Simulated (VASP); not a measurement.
# SnO2: single point with PBEsol

Crystal: SnO2.

```xyz
24
Lattice="-4.7684 4.7684 0.0000 -4.7684 -4.7684 0.0000 4.7684 0.0000 6.4248" Properties=species:S:1:pos:R:3 pbc="T T T"
Sn   -2.3842    2.3842    1.6062
Sn   -2.3842    2.3842    4.8186
Sn   -2.3842   -2.3842    1.6062
Sn   -2.3842   -2.3842    4.8186
Sn   -4.7684   -4.7684    0.0000
Sn    0.0000    0.0000    3.2124
Sn   -4.7684    0.0000    0.0000
Sn   -4.7684    0.0000    3.2124
O    -3.8446    3.8446    1.6062
O     0.9239   -0.9239    4.8186
O    -3.8446   -0.9239    1.6062
O    -3.8446   -0.9239    4.8186
O    -0.9239    0.9239    1.6062
O    -0.9239    0.9239    4.8186
O    -5.6923    0.9239    1.6062
O    -0.9239   -3.8446    4.8186
O    -3.3081    1.4604    0.0000
O    -3.3081    1.4604    3.2124
O    -3.3081   -3.3081    0.0000
O    -3.3081   -3.3081    3.2124
O    -6.2288   -1.4604    0.0000
O    -1.4604    3.3081    3.2124
O    -1.4604   -1.4604    0.0000
O    -1.4604   -1.4604    3.2124
```

```
Program                : VASP 6.6.1
Task                   : single point
Functional             : PBEsol
Potentials or basis    : VASP PAW PBE potentials, release 64 (Sn_d, O)
Cutoff                 : 520 eV
k mesh                 : 3 × 3 × 3
Occupations            : gaussian, width 0.02 eV
Spin                   : no spin polarisation
Dipole correction      : no
Further INCAR settings : LREAL = Auto; ALGO = Normal; EDIFF = 1e-07; NBANDS = 122
```

```
Pressure               : 0.6 GPa
Largest force          : 0.012 eV/Å
Band gap on the k mesh : 0.91 eV
```

Forces on the atoms (eV/Å):
```
Sn   0.000  0.000  0.000
Sn   0.000  0.000  0.000
Sn   0.000  0.000  0.000
Sn   0.000  0.000  0.000
Sn   0.000  0.000  0.000
Sn   0.000  0.000  0.000
Sn   0.000  0.000  0.000
Sn   0.000  0.000  0.000
O    0.009 -0.009  0.000
O    0.009 -0.009  0.000
O    0.009 -0.009  0.000
O    0.009 -0.009  0.000
O   -0.009  0.009  0.000
O   -0.009  0.009  0.000
O   -0.009  0.009  0.000
O   -0.009  0.009  0.000
O   -0.009 -0.009  0.000
O   -0.009 -0.009  0.000
O   -0.009 -0.009  0.000
O   -0.009 -0.009  0.000
O    0.009  0.009  0.000
O    0.009  0.009  0.000
O    0.009  0.009  0.000
O    0.009  0.009  0.000
```

Stress tensor (GPa, compression positive):
```
0.56 0.00 0.00
0.00 0.56 0.00
0.00 0.00 0.78
```

Levels at points of the mesh, in eV from the valence-band top:
```csv
k point,band 102,band 103,band 104,band 105,band 106,band 107
"(0.00, 0.00, 0.00)",-0.78,-0.78,0.00,0.91,4.82,4.82
```

Wall time 7.4 min on 1 thread of Intel(R) Xeon(R) Platinum 8259CL CPU @ 2.50GHz (Skylake/Cascade Lake), with other jobs on the host, peak memory 0.44 GiB.

Caveat: the PAW data sets were made with another functional, which shifts forces and pressure a little; spin-orbit coupling is left out, which moves the levels of the heavy elements. PBEsol gaps usually lie below the measured ones, often by a third to a half.
